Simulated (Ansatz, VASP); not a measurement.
**Sb: VASP beside Ansatz**

```
CELL_PARAMETERS angstrom
2.04307 1.17957 3.74400
-2.04307 1.17957 3.74400
0.00000 -2.35913 3.74400
ATOMIC_POSITIONS crystal
Sb 0.23364 0.23364 0.23364
Sb 0.76636 0.76636 0.76636
```

Change from the starting cell: strain -0.050 along x and y, +0.000 along z, atoms carried along.

Alike in both runs: task single point; functional PBEsol; k mesh 12 × 12 × 12; occupations gaussian, width 0.15 eV; no spin polarisation.

|  | VASP | Ansatz |
| --- | --- | --- |
| version | VASP 6.6.1 | Ansatz 0.2.0 |
| potentials or method | VASP PAW PBE potentials, release 64 (Sb), cutoff 520 eV | scalar-relativistic, plane waves, PAW |
| valence electrons in the cell | 10 | 30 |

|  | VASP | Ansatz | Ansatz less VASP |
| --- | --- | --- | --- |
| gap on the k mesh at the Fermi level (eV) | none | none | - |
| pressure (GPa) | 8.8 | 8.4 | -0.41 |
| traceless stress, the component that is largest in VASP (GPa) | -2.06 | -2.00 | +0.061 |
| rms of the force components (eV/Å) | 0.539 | 0.481 | -0.0580 |

VASP's potentials were made for PBE, not for PBEsol. Atom by atom the forces differ by 0.058 eV/Å (rms over components). A gap of «none» marks a metal or a gap that the smearing closes. VASP's potentials hold 10 valence electrons a cell and Ansatz's 30, so a difference there can come from the potentials and not from the codes.

Spin-orbit coupling is off throughout.
